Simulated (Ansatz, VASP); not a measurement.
**Two plane-wave programs on KF**

```
K F
1.0
     0.00000    2.67185    2.67185
     2.67185    0.00000    2.67185
     2.67185    2.67185    0.00000
K F
1 1
Direct
  0.00000 0.00000 0.00000
  0.50000 0.50000 0.50000
```

Alike in both runs: task single point; functional PBE-based screened hybrid with a share of 0.15 of exact exchange and HFSCREEN = 0.2078699; k mesh 5 × 5 × 5; occupations fermi-dirac, width 0.05 eV; no spin polarisation.

|  | VASP | Ansatz |
| --- | --- | --- |
| version | VASP 6.6.1 | Ansatz 0.2.0 |
| potentials or method | VASP PAW PBE potentials, release 64 (K_sv, F) | Ansatz PAW |
| plane-wave cutoff (eV) | 520 | 420 |
| valence electrons in the cell | 16 | 16 |

|  | VASP | Ansatz | Ansatz less VASP |
| --- | --- | --- | --- |
| gap on the k mesh at the Fermi level (eV) | 7.35 | 7.37 | +0.017 |
| least direct gap on the mesh (eV) | 7.35 | 7.37 | +0.017 |
| pressure (GPa) | 0.9 | 0.8 | -0.07 |

VASP's potentials were made for PBE, not for PBE-based screened hybrid.

Noted on Ansatz's run: odd divisions of the mesh miss points on the zone boundary, where band edges often lie, so the gap on the mesh can be too wide.
